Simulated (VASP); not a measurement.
Input of a VASP 6.6.1 run:

File INCAR:

```
PREC = Accurate
ENCUT = 520
EDIFF = 1E-7
ISMEAR = 0
SIGMA = 0.01
LREAL = F
LASPH = T
NELM = 60
ALGO = Normal
ISIF = 2
LWAVE = F
LCHARG = F
GGA = PE
NBANDS = 25
```

The input KPOINTS:

```
regular mesh
0
Gamma
  2 2 2
```

File POSCAR:

```
RbAgBr2
1.0
    4.5179929797      0.0000000000      0.0000000000
    0.0000000000      4.5179929797      0.0000000000
    0.0000000000      0.0000000000      6.3563246931
Rb Br Ag
1 2 1
Direct
    0.0000000000      0.0000000000      0.0000000000
    0.0000000000      0.0000000000      0.5000000000
    0.5000000000      0.5000000000      0.0000000000
    0.5000000000      0.5000000000      0.5000000000
```

Potentials or basis: VASP PAW PBE potentials, release 64 (Rb_sv, Br, Ag).

Launch:

```bash
$ cat potpaw_PBE.64/Rb_sv/POTCAR potpaw_PBE.64/Br/POTCAR potpaw_PBE.64/Ag/POTCAR > POTCAR
$ mpirun -np 1 vasp_std > vasp.out
```

(1) What does it give for the pressure?

(2) Estimate the band gap on the k mesh.

Answers

(1) 1.5 GPa.

(2) 1.17 eV, indirect (least direct gap 1.79 eV).

Caveat: the k points lie up to 0.70 Å⁻¹ apart.
